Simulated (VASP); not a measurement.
Set up this calculation in VASP 6.6.1, as the native input.

```yaml
Task: single point
Functional: PBE
Potentials_or_basis: VASP PAW PBE potentials, release 64 (Zn, Cd_sv_GW, O)
Cutoff: 520 eV
k_mesh: 10 × 10 × 4
Occupations: gaussian, width 0.1 eV
Spin: no spin polarisation
Dipole_correction: no
k_mesh_for_the_DOS: 15 × 15 × 6
Occupations_for_the_DOS: tetrahedron
Further_INCAR_settings: ALGO = Normal; EDIFF = 1e-06
```

The system is ZnCd3O4.

```xyz
8
Lattice="3.5171 0.0000 0.0000 0.0000 3.5171 0.0000 0.0000 0.0000 10.1021" Properties=species:S:1:pos:R:3 pbc="T T T"
Zn    1.7586    1.7586    0.0000
Cd    0.0000    0.0000    7.7463
Cd    0.0000    0.0000    2.3558
Cd    1.7586    1.7586    5.0510
O     1.7586    0.0000    9.0968
O     0.0000    1.7586    1.0053
O     1.7586    0.0000    3.7030
O     0.0000    1.7586    6.3991
```

These files were run (other wordings do the same):

POSCAR

```
ZnCd3O4
1.0
    3.5171179000      0.0000000000      0.0000000000
    0.0000000000      3.5171179000      0.0000000000
    0.0000000000      0.0000000000     10.1020988000
Zn Cd O
1 3 4
Direct
    0.5000000000      0.5000000000      0.0000000000
    0.0000000000      0.0000000000      0.7668010000
    0.0000000000      0.0000000000      0.2331990000
    0.5000000000      0.5000000000      0.5000000000
    0.5000000000      0.0000000000      0.9004830000
    0.0000000000      0.5000000000      0.0995170000
    0.5000000000      0.0000000000      0.3665610000
    0.0000000000      0.5000000000      0.6334390000
```

INCAR.step1

```
PREC     = Accurate       # precision mode
ENCUT    = 520            # plane-wave cutoff, eV
EDIFF    = 1E-6           # SCF threshold, eV
ISMEAR   = 0              # smearing method
SIGMA    = 0.1            # smearing width, eV
LREAL    = False          # projectors in reciprocal space
LASPH    = True           # aspherical terms in the spheres
NELM     = 120            # most SCF steps
ALGO     = Normal         # electronic algorithm
ISIF     = 2              # what is computed and relaxed
LWAVE    = False          # write WAVECAR
LCHARG   = True           # write CHGCAR
GGA      = PE             # functional
NBANDS   = 58             # bands
GGA_COMPAT= False        
NEDOS    = 2001           # points of the DOS
LORBIT   = 11             # projections on sites
```

KPOINTS.step1

```
Automatic mesh
0
Gamma
  10 10 4
```

INCAR.step2

```
PREC     = Accurate       # precision mode
ENCUT    = 520            # plane-wave cutoff, eV
EDIFF    = 1E-6           # SCF threshold, eV
ISMEAR   = -5             # smearing method
SIGMA    = 0.1            # smearing width, eV
LREAL    = False          # projectors in reciprocal space
LASPH    = True           # aspherical terms in the spheres
NELM     = 120            # most SCF steps
ALGO     = Normal         # electronic algorithm
ISIF     = 2              # what is computed and relaxed
LWAVE    = False          # write WAVECAR
LCHARG   = False          # write CHGCAR
GGA      = PE             # functional
LORBIT   = 10             # projections on sites
NEDOS    = 1001           # points of the DOS
ICHARG   = 11             # starting density
GGA_COMPAT= False
```

KPOINTS.step2

```
Automatic mesh
0
Gamma
  15 15 6
```

Potentials or basis: VASP PAW PBE potentials, release 64 (Zn, Cd_sv_GW, O).

Launch:

```bash
$ cat potpaw_PBE.64/Zn/POTCAR potpaw_PBE.64/Cd_sv_GW/POTCAR potpaw_PBE.64/O/POTCAR > POTCAR
$ cp INCAR.step1 INCAR
$ cp KPOINTS.step1 KPOINTS
$ mpirun -np 1 vasp_std > vasp.out
$ cp INCAR.step2 INCAR
$ cp KPOINTS.step2 KPOINTS
$ mpirun -np 1 vasp_std > vasp.out
```

It gave:

```
Valence electrons inside the program's atomic spheres : Zn 10.74; Cd 17.67, 17.66 (each value once); O 4.95, 4.92 (each value once)
```

It took 13 min on 1 thread of Intel(R) Xeon(R) 6975P-C (Granite Rapids) (shared host), peak memory 0.91 GiB.
